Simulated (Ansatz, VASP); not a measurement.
PbF2: VASP beside Ansatz

The input POSCAR:

```
PbF2
1.0
    6.0240560000      0.0000000000      0.0000000000
    0.0000000000      3.0020500000      3.0112850000
    0.0000000000     -3.0020500000      3.0112850000
Pb F
2 4
Direct
    0.5000000000      0.9774790000      0.9774790000
    0.0000000000      0.4774790000      0.4774790000
    0.7647730000      0.9736080000      0.4586660000
    0.2352270000      0.4586660000      0.9736080000
    0.7352270000      0.4736080000      0.9586660000
    0.2647730000      0.9586660000      0.4736080000
```

The input INCAR.step1:

```
PREC = Accurate ; ENCUT = 520
ISMEAR = 0 ; SIGMA = 0.01
LREAL = F ; LASPH = T
NELM = 60 ; NBANDS = 37
GGA = PE ; ALGO = Normal
EDIFF = 1E-4 ; LWAVE = T
LCHARG = F
```

Contents of INCAR.step2:

```
PREC = Accurate ; ENCUT = 520
EDIFF = 1E-6 ; ISMEAR = 0
SIGMA = 0.01 ; LREAL = F
LASPH = T ; NELM = 60
ALGO = Normal ; ISIF = 2
LWAVE = F ; LCHARG = T
METAGGA = R2SCAN ; LMIXTAU = T
LELF = T ; LVHAR = T
NBANDS = 37 ; ISTART = 1
```

KPOINTS

```
Automatic mesh
0
Gamma
  5 7 7
```

Input for Ansatz:

```yaml
crystal:
  lattice:
    - [6.024056, 0.0, 0.0]
    - [0.0, 3.00205, 3.011285]
    - [0.0, -3.00205, 3.011285]
  atoms:
    - { symbol: Pb, position: [0.5, 0.977479, 0.977479] }
    - { symbol: Pb, position: [0.0, 0.477479, 0.477479] }
    - { symbol: F, position: [0.764773, 0.973608, 0.458666] }
    - { symbol: F, position: [0.235227, 0.458666, 0.973608] }
    - { symbol: F, position: [0.735227, 0.473608, 0.958666] }
    - { symbol: F, position: [0.264773, 0.958666, 0.473608] }
kpoints:
  mp_grid:
    grid: [5, 7, 7]
hamiltonian:
  xc: r2scan
  pseudopotentials:
    kind: paw
scf:
  occupations:
    method: fixed
output:
  eigenvalues: true
```

Alike in both runs: task single point; functional r2SCAN; k mesh 5 × 7 × 7; no spin polarisation.

```csv
,VASP,Ansatz
version,VASP 6.6.1,Ansatz 0.2.0
potentials or method,"VASP PAW PBE potentials, release 64 (Pb_d, F)","plane waves, PAW"
plane-wave cutoff (eV),520,500
occupations,"gaussian, width 0.01 eV",fixed
valence electrons in the cell,56,56
```

```csv
,VASP,Ansatz,Ansatz less VASP
gap on the k mesh at the Fermi level (eV),4.92,4.93,+0.001
```

VASP's potentials were made for PBE, not for r2SCAN.

Neither program's run includes spin-orbit coupling.
